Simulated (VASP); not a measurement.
# TlCl in VASP: further runs

The runs below take TlCl through single point, relaxation of the atoms, with PBE.

Everything below comes from runs of VASP 6.6.1. Logs are shortened: lines on timing, memory, paths and dates and some standing lists are left out, and cuts for length are marked.

### 1 The cell of the first run

The cell holds a slab with vacuum, 4 atoms: a = 3.834 Å, b = 3.834 Å, c = 21.751 Å, α = 90.00°, β = 90.00°, γ = 90.00°.

### 2 Single point, PBE

Contents of INCAR:

```
SYSTEM = TlCl
  ALGO = Normal
  DIPOL = 0.5 0.5 0.524
  EDIFF = 1E-6
  ENCUT = 400
  GGA = PE
  GGA_COMPAT = .False.
  IDIPOL = 3
  ISIF = 2
  ISMEAR = 1
  LASPH = .True.
  LCHARG = .True.
  LDIPOL = .True.
  LELF = .True.
  LREAL = .False.
  LVACPOTAV = .True.
  LVHAR = .True.
  LWAVE = .False.
  NBANDS = 28
  NELM = 120
  NELMDL = -8
  PREC = Accurate
  SIGMA = 0.15
```

Contents of KPOINTS:

```
k-points
0
Gamma
  4 4 1
  0 0 0
```

Contents of POSCAR:

```
TlCl
1.0
    3.8340000000      0.0000000000      0.0000000000
    0.0000000000      3.8340000000      0.0000000000
    0.0000000000      0.0000000000     21.7510000000
Tl Cl
2 2
Direct
    0.0000000000      0.0000000000      0.3677991816
    0.0000000000      0.0000000000      0.6055347011
    0.5000000000      0.5000000000      0.4559330605
    0.5000000000      0.5000000000      0.6650469122
```

Potentials or basis: VASP PAW PBE potentials, release 64 (Tl_d, Cl).

Launch:

```sh
> cat potpaw_PBE.64/Tl_d/POTCAR potpaw_PBE.64/Cl/POTCAR > POTCAR
> mpirun -np 1 vasp_std > vasp.out
```

OUTCAR:

```text
SYSTEM = TlCl
   EDIFF = 1E-6
   ENCUT = 400
   GGA = PE
   ISIF = 2
   ISMEAR = 1
   LASPH = .True.
   LREAL = .False.
   NELM = 120
   NELMDL = -8
   PREC = Accurate

 ion  position               nearest neighbor table
   1  0.000  0.000  0.368-   3 3.32   3 3.32   3 3.32   3 3.32
   2  0.000  0.000  0.606-   4 3.00   4 3.00   4 3.00   4 3.00
   3  0.500  0.500  0.456-   1 3.32   1 3.32   1 3.32   1 3.32
   4  0.500  0.500  0.665-   2 3.00   2 3.00   2 3.00   2 3.00

  LATTYP: Found a simple tetragonal cell.
 ALAT       =     3.8340000000
 C/A-ratio  =     5.6731872718

  Lattice vectors:

 A1 = (   3.8340000000,   0.0000000000,   0.0000000000)
 A2 = (   0.0000000000,   3.8340000000,   0.0000000000)
 A3 = (   0.0000000000,   0.0000000000,  21.7510000000)

Analysis of symmetry for initial positions (statically):
=====================================================================
 Subroutine PRICEL returns:
 Original cell was already a primitive cell.

 Routine SETGRP: Setting up the symmetry group for a
 simple tetragonal supercell.

 Subroutine GETGRP returns: Found  8 space group operations
 (whereof  8 operations were pure point group operations)
 out of a pool of 16 trial point group operations.

The static configuration has the point symmetry C_4v.

Analysis of symmetry for dynamics (positions and initial velocities):
=====================================================================
 Subroutine PRICEL returns:
 Original cell was already a primitive cell.

 Routine SETGRP: Setting up the symmetry group for a
 simple tetragonal supercell.

 Subroutine GETGRP returns: Found  8 space group operations
 (whereof  8 operations were pure point group operations)
 out of a pool of 16 trial point group operations.

The dynamic configuration has the point symmetry C_4v.

 Subroutine INISYM returns: Found  8 space group operations
 (whereof  8 operations are pure point group operations),
 and found     1 'primitive' translations

----------------------------------------------------------------------------------------

                                     Primitive cell

  volume of cell :     319.7300

  direct lattice vectors                    reciprocal lattice vectors
     3.834000000  0.000000000  0.000000000     0.260824204  0.000000000  0.000000000
     0.000000000  3.834000000  0.000000000     0.000000000  0.260824204  0.000000000
     0.000000000  0.000000000 21.751000000     0.000000000  0.000000000  0.045974898

  length of vectors
     3.834000000  3.834000000 21.751000000     0.260824204  0.260824204  0.045974898

  position of ions in fractional coordinates (direct lattice)
     0.000000000  0.000000000  0.367799182
     0.000000000  0.000000000  0.605534701
     0.500000000  0.500000000  0.455933061
     0.500000000  0.500000000  0.665046912

  ion indices of the primitive-cell ions
   primitive index   ion index
                 1           1
                 2           2
                 3           3
                 4           4

----------------------------------------------------------------------------------------

 KPOINTS: k-points

Automatic generation of k-mesh.
 Grid dimensions read from file:
 generate k-points for:    4    4    1

 Generating k-lattice:

  Cartesian coordinates                     Fractional coordinates (reciprocal lattice)
     0.065206051  0.000000000  0.000000000     0.250000000  0.000000000  0.000000000
     0.000000000  0.065206051  0.000000000     0.000000000  0.250000000  0.000000000
     0.000000000  0.000000000  0.045974898     0.000000000  0.000000000  1.000000000

  Length of vectors
     0.065206051  0.065206051  0.045974898

  Shift w.r.t. Gamma in fractional coordinates (k-lattice)
     0.000000000  0.000000000  0.000000000

 Subroutine IBZKPT returns following result:
 ===========================================

 Found      6 irreducible k-points:

 Following reciprocal coordinates:
            Coordinates               Weight
  0.000000  0.000000  0.000000      1.000000
  0.250000  0.000000  0.000000      4.000000
  0.500000  0.000000  0.000000      2.000000
  0.250000  0.250000  0.000000      4.000000
  0.500000  0.250000  0.000000      4.000000
  0.500000  0.500000  0.000000      1.000000
   k-points           NKPTS =      6   k-points in BZ     NKDIM =      6   number of bands    NBANDS=     28
   number of dos      NEDOS =    301   number of ions     NIONS =      4
   total plane-waves  NPLWV = 112896
   dimension x,y,z NGX =    28 NGY =   28 NGZ =  144
   dimension x,y,z NGXF=    56 NGYF=   56 NGZF=  288
   ions per type =               2   2
   NGX,Y,Z   is equivalent  to a cutoff of  12.14, 12.14, 11.01 a.u.
   NGXF,Y,Z  is equivalent  to a cutoff of  24.28, 24.28, 22.01 a.u.
 SYSTEM =  TlCl
   PREC   = accura    normal or accurate (medium, high low for compatibility)
   ISTART =      0    job   : 0-new  1-cont  2-samecut
   ICHARG =      2    charge: 1-file 2-atom 10-const
   ISPIN  =      1    spin polarized calculation?
   LNONCOLLINEAR =      F non collinear calculations
   LSORBIT =      F    spin-orbit coupling
   LASPH  =      T    aspherical Exc in radial PAW
   ENCUT  =  400.0 eV  29.40 Ry    5.42 a.u.   6.25  6.25 35.47*2*pi/ulx,y,z
   NELM   =    120;   NELMIN=  2; NELMDL= -8     # of ELM steps
   EDIFF  = 0.1E-05   stopping-criterion for ELM
   LREAL  =      F    real-space projection
   EDIFFG = 0.1E-04   stopping-criterion for IOM
   NSW    =      0    number of steps for IOM
   IBRION =     -1    ionic relax: 0-MD 1-quasi-New 2-CG
   NFREE  =      0    steps in history (QN), initial steepest desc. (CG)
   ISIF   =      2    stress and relaxation
   ISYM   =      2    0-nonsym 1-usesym 2-fastsym
   POTIM  = 0.5000    time-step for ionic-motion
   TEBEG  =    0.0;   TEEND  =   0.0 temperature during run
   PSTRESS=    0.0 pullay stress
   NELECT =      40.0000    total number of electrons
   NUPDOWN=      -1.0000    fix difference up-down
   EMIN   =  10.00;   EMAX   =-10.00  energy-range for DOS
   EFERMI =   0.00;   METHOD = LEGACY
   ISMEAR =     1;   SIGMA  =   0.15  broadening in eV -4-tet -1-fermi 0-gaus
   EFERMI_NEDOS =   21; number of points for ismear=-14 and -15
   IALGO  =     38    algorithm
   IMIX   =      4    mixing-type and parameters
     AMIX     =   0.40;   BMIX     =  1.00
     AMIX_MAG =   1.60;   BMIX_MAG =  1.00
  volume/ion in A,a.u.               =      79.93       539.41
  Fermi-wavevector in a.u.,A,eV,Ry     =   0.818780  1.547269  9.121346  0.670400
  Thomas-Fermi vector in A             =   1.929467
   LORBIT       =      0    0 simple, 1 ext, 2 COOP (PROOUT), +10 PAW based schemes
   GGA     = PE    functional components
   LHFCALC =     F    Hartree Fock is set to
   AEXX    =    0.0000 exact exchange contribution
   IVDW    =     0    specifies the selected vdW correction
   LEPSILON=     F    determine dielectric tensor
   LRPA    =     F    only Hartree local field effects (RPA)
 non-spin polarized calculation
 Methfessel and Paxton  Order N= 1 SIGMA  =   0.15
  energy-cutoff  :      400.00
  volume of cell :      319.73
 maximum number of plane-waves:      5848
 NGX is ok and might be reduce to    28
   NGX = 13   NGY = 13   NGZ = 71

 number of electron      39.9999994 magnetization

 dipolmoment           0.000000      0.000000      0.428335 electrons x Angstroem

 Free energy of the ion-electron system (eV)
  ---------------------------------------------------
  ext. energy  EPLUGINS =         0.00000000
  ---------------------------------------------------
  free energy    TOTEN  =       -11.02307859 eV

  energy without entropy =      -11.01689441  energy(sigma->0) =      -11.02101720

 E-fermi :  -1.9303     XC(G=0):  -3.9743

 val. band max:       -2.0192455435   @ k =   0.2500   0.0000   0.0000
 cond. band min:      -1.8876970837   @ k =   0.5000   0.0000   0.0000
 fundamental gap:      0.1315484598
 Fermi energy:        -1.9302521749

 k-point     1 :       0.0000    0.0000    0.0000
  band No.  band energies     occupation
      1     -16.5443      2.00000
      2     -15.2625      2.00000
      3     -14.3590      2.00000
      4     -14.2455      2.00000
      5     -14.1482      2.00000
      6     -14.1482      2.00000
[... 20 lines left out ...]
     27       4.6929      0.00000
     28       5.1768      0.00000

 k-point     2 :       0.2500    0.0000    0.0000
  band No.  band energies     occupation
      1     -16.4696      2.00000
      2     -15.1592      2.00000
      3     -14.3091      2.00000
      4     -14.1938      2.00000
      5     -14.1649      2.00000
      6     -14.1546      2.00000
[... 20 lines left out ...]
     27       3.2455      0.00000
     28       4.9435      0.00000

 k-point     3 :       0.5000    0.0000    0.0000
  band No.  band energies     occupation
      1     -16.3933      2.00000
      2     -15.0516      2.00000
      3     -14.2879      2.00000
      4     -14.1865      2.00000
      5     -14.1784      2.00000
      6     -14.1392      2.00000
[... 20 lines left out ...]
     27       3.5828      0.00000
     28       3.9668      0.00000

 k-point     4 :       0.2500    0.2500    0.0000
  band No.  band energies     occupation
      1     -16.4009      2.00000
      2     -15.0819      2.00000
      3     -14.2155      2.00000
      4     -14.1909      2.00000
      5     -14.1816      2.00000
      6     -14.1805      2.00000
[... 20 lines left out ...]
     27       3.6103      0.00000
     28       3.9672      0.00000

 k-point     5 :       0.5000    0.2500    0.0000
  band No.  band energies     occupation
      1     -16.3306      2.00000
      2     -15.0027      2.00000
      3     -14.2254      2.00000
      4     -14.1893      2.00000
      5     -14.1776      2.00000
      6     -14.1755      2.00000
[... 20 lines left out ...]
     27       3.3873      0.00000
     28       4.3550      0.00000

 k-point     6 :       0.5000    0.5000    0.0000
  band No.  band energies     occupation
      1     -16.2663      2.00000
      2     -14.9535      2.00000
      3     -14.2208      2.00000
      4     -14.2155      2.00000
      5     -14.2155      2.00000
      6     -14.1284      2.00000
[... 20 lines left out ...]
     27       3.0265      0.00000
     28       4.4860      0.00000

------------------------ aborting loop because EDIFF is reached ----------------------------------------

  FORCE on cell =-STRESS in cart. coord.  units (eV):
  Direction    XX          YY          ZZ          XY          YZ          ZX
  --------------------------------------------------------------------------------------
  -------------------------------------------------------------------------------------
  Total       -0.4661867     -0.4661867     -2.3566616      0.0000000      0.0000000      0.0000000
  in kB       -2.3360763     -2.3360763    -11.8093057      0.0000000      0.0000000      0.0000000
  external PRESSURE =      -5.4938194 kB  Pullay stress =       0.0000000 kB

 VOLUME and BASIS-vectors are now :
 -----------------------------------------------------------------------------
  energy-cutoff  :      400.00
  volume of cell :      319.73
      direct lattice vectors                 reciprocal lattice vectors
     3.834000000  0.000000000  0.000000000     0.260824204  0.000000000  0.000000000
     0.000000000  3.834000000  0.000000000     0.000000000  0.260824204  0.000000000
     0.000000000  0.000000000 21.751000000     0.000000000  0.000000000  0.045974898

 POSITION                                       TOTAL-FORCE (eV/Angst)
 -----------------------------------------------------------------------------------
      0.00000      0.00000      8.00000        -0.000000     -0.000000      1.219377
      0.00000      0.00000     13.17099        -0.000000     -0.000000      0.006748
      1.91700      1.91700      9.91700        -0.000000      0.000000     -1.219784
      1.91700      1.91700     14.46544         0.000000      0.000000     -0.006341
 -----------------------------------------------------------------------------------
    total drift:                               -0.000000     -0.000000     -0.000200

  FREE ENERGIE OF THE ION-ELECTRON SYSTEM (eV)
  ---------------------------------------------------
  free  energy   TOTEN  =       -11.0230785938 eV

  energy  without entropy=      -11.0168944140  energy(sigma->0) =      -11.02101720

 vacuum level on the upper side and lower side of the slab         5.466         0.194
```

Run time: 2.6 min. Hardware: 1 thread of Oxide Virtual Turin-like, shared host; peak memory 0.28 GiB.

Results:

```
Free energy            : -11.0231 eV
Largest force          : 1.220 eV/Å
Band gap on the k mesh : 0.13 eV (least direct gap 0.32 eV)
```

Forces in eV/Å, atoms in the order of the input:
```
Tl   0.000  0.000  1.219
Tl   0.000  0.000  0.007
Cl   0.000  0.000 -1.220
Cl   0.000  0.000 -0.006
```

Caveat: spin-orbit coupling is left out, which moves the levels of the heavy elements.

### 3 Relaxation of the atoms, PBE

Contents of INCAR:

```
SYSTEM = TlCl
PREC = Accurate
ENCUT = 450
EDIFF = 1E-7
ISMEAR = 1
SIGMA = 0.15
LREAL = .False.
LASPH = .True.
NELM = 120
ALGO = Normal
ISIF = 2
LWAVE = .False.
LCHARG = .False.
LDIPOL = .True.
IDIPOL = 3
DIPOL = 0.5 0.5 0.500
GGA = PE
IBRION = 2
NSW = 50
EDIFFG = -0.03
GGA_COMPAT = .False.
NELMIN = 4
NELMDL = -8
```

Contents of KPOINTS:

```
Automatic mesh
0
Gamma
  4 4 1
  0 0 0
```

Contents of POSCAR:

```
TlCl
1.0
    3.8340000000      0.0000000000      0.0000000000
    0.0000000000      3.8340000000      0.0000000000
    0.0000000000      0.0000000000     21.7510000000
Tl Cl
2 2
Selective dynamics
Direct
    0.0000000000      0.0000000000      0.3677991816  F F F
    0.0000000000      0.0000000000      0.5440669395  T T T
    0.5000000000      0.5000000000      0.4559330605  F F F
    0.5000000000      0.5000000000      0.6322008184  T T T
```

Potentials or basis: VASP PAW PBE potentials, release 64 (Tl_d, Cl).

Launch:

```sh
> cat potpaw_PBE.64/Tl_d/POTCAR potpaw_PBE.64/Cl/POTCAR > POTCAR
> mpirun -np 1 vasp_std > vasp.out
```

It took 23 min on 1 thread of Oxide Virtual Turin-like, shared host; peak memory 0.32 GiB.

Results (log left out):

```
Free energy               : -11.0233 eV
Energy gained by relaxing : 142.0 meV/atom
Ionic steps               : 13
Band gap on the k mesh    : 0.13 eV (least direct gap 0.32 eV)
```

Step by step:
```csv
step,energy change (eV),largest force on free atoms (eV/Å),pressure (GPa)
1,0.0000,1.3271,-0.55
2,-0.1097,1.2272,-0.56
3,-0.3852,0.7578,-0.44
4,-0.3580,0.7651,0.58
5,-0.4615,0.2888,-0.02
6,-0.4636,0.2057,-0.09
7,-0.4694,0.1957,-0.11
8,-0.4852,0.1647,-0.17
9,-0.5109,0.1140,-0.27
10,-0.5423,0.1455,-0.45
11,-0.5516,0.2754,-0.72
12,-0.5620,0.1655,-0.65
13,-0.5680,0.0109,-0.54
```

Final structure:
```
Tl Cl
1.0
     3.83400    0.00000    0.00000
     0.00000    3.83400    0.00000
     0.00000    0.00000   21.75100
Tl Cl
2 2
Direct
  0.00000 0.00000 0.36780
  0.00000 0.00000 0.60471
  0.50000 0.50000 0.45593
  0.50000 0.50000 0.66428
```

Levels at points of the mesh, in eV from the valence-band top:
```tsv
k point	band 16	band 17	band 18	band 19	band 20	band 21	band 22	band 23	band 24
(0.00, 0.00, 0.00)	-2.11	-2.11	-0.94	-0.94	-0.34	0.45	2.47	3.61	4.27
(0.50, 0.00, 0.00)	-2.90	-1.90	-1.45	-0.56	-0.19	0.13	2.27	3.74	4.32
(0.50, 0.50, 0.00)	-2.49	-2.41	-2.20	-2.20	-0.80	0.85	0.85	2.50	4.57
```

Caveat: spin-orbit coupling is left out, which moves the levels of the heavy elements.
